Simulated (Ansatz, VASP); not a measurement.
AlCu: VASP beside Ansatz

The input POSCAR:

```
AlCu
1.0
    2.9975090000      0.0262282038      0.0000000000
    0.0262282038      2.9975090000      0.0000000000
    0.0000000000      0.0000000000      2.9975090000
Al Cu
1 1
Direct
    0.0000000000      0.0000000000      0.0000000000
    0.5000000000      0.5000000000      0.5000000000
```

INCAR.step1

```
SYSTEM = AlCu
  PREC = Accurate
  ENCUT = 520
  ISMEAR = 0
  SIGMA = 0.15
  LREAL = .FALSE.
  LASPH = .TRUE.
  NELM = 100
  NBANDS = 14
  GGA = PE
  ALGO = Normal
  EDIFF = 1E-4
  LWAVE = .TRUE.
  LCHARG = .FALSE.
```

The input INCAR.step2:

```
SYSTEM = AlCu
  PREC = Accurate
  ENCUT = 520
  EDIFF = 1E-6
  ISMEAR = 0
  SIGMA = 0.15
  LREAL = .FALSE.
  LASPH = .TRUE.
  NELM = 100
  ALGO = Normal
  ISIF = 2
  LWAVE = .FALSE.
  LCHARG = .FALSE.
  METAGGA = R2SCAN
  LMIXTAU = .TRUE.
  NBANDS = 14
  ISTART = 1
```

File KPOINTS:

```
Automatic mesh
0
G
  16 16 16
  0 0 0
```

Input for Ansatz:

```yaml
crystal:
  lattice:
    - [2.997509, 0.0262282038, 0.0]
    - [0.0262282038, 2.997509, 0.0]
    - [0.0, 0.0, 2.997509]
  atoms:
    - { symbol: Al, position: [0.0, 0.0, 0.0] }
    - { symbol: Cu, position: [0.5, 0.5, 0.5] }
basis:
  ecutwfc: 500
kpoints:
  mp_grid: { grid: [16, 16, 16] }
hamiltonian:
  xc: r2scan
scf:
  occupations: { method: gaussian, width: 0.15 }
output:
  forces: true
  stress: true
  eigenvalues: true
```

Change from the starting cell: strain +0.0175 x Voigt [0, 0, 0, 0, 0, 1], atoms carried along.

Alike in both runs: task single point; functional r2SCAN; k mesh 16 × 16 × 16; occupations gaussian, width 0.15 eV; no spin polarisation.

|  | VASP | Ansatz |
| --- | --- | --- |
| version | VASP 6.6.1 | Ansatz 0.2.0 |
| potentials or method | VASP PAW PBE potentials, release 64 (Al, Cu), cutoff 520 eV | scalar-relativistic, plane waves, PAW |
| valence electrons in the cell | 14 | 22 |

```csv
,VASP,Ansatz,Ansatz less VASP
gap on the k mesh at the Fermi level (eV),none,none,-
pressure (GPa),-4.8,-4.9,-0.04
"traceless stress, the component that is largest in VASP (GPa)",-0.63,-0.63,-0.007
```

VASP's potentials were made for PBE, not for r2SCAN. A gap of «none» marks a metal or a gap that the smearing closes. With one functional, cell and mesh, what is left measures potentials, basis and numerics. VASP's potentials hold 14 valence electrons a cell and Ansatz's 22, so a difference there can come from the potentials and not from the codes.
